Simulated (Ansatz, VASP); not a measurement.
# PbS in VASP and in Ansatz

```
Pb S
1.0
     0.04979    3.03702    3.03702
     3.03702    0.04979    3.03702
     3.03702    3.03702    0.04979
Pb S
1 1
Direct
  0.00000 0.00000 0.00000
  0.50000 0.50000 0.50000
```

Change from the starting cell: shear_111 strain +2.5%.

Alike in both runs: task single point; functional PBE; k mesh 8 × 8 × 8; occupations fermi-dirac, width 0.02 eV; no spin polarisation.

```csv
,VASP,Ansatz
version,VASP 6.6.1,Ansatz 0.2.0
potentials or method,"VASP PAW PBE potentials, release 64 (Pb_d, S)","plane waves, PAW"
plane-wave cutoff (eV),520,420
valence electrons in the cell,20,20
```

|  | VASP | Ansatz | Ansatz less VASP |
| --- | --- | --- | --- |
| pressure (GPa) | -0.5 | -0.4 | +0.07 |
| traceless stress, the component that is largest in VASP (GPa) | -0.34 | -0.34 | +0.001 |

The functional is the same, so the differences come from potentials, cutoffs and numerics.

Spin-orbit coupling is off throughout.
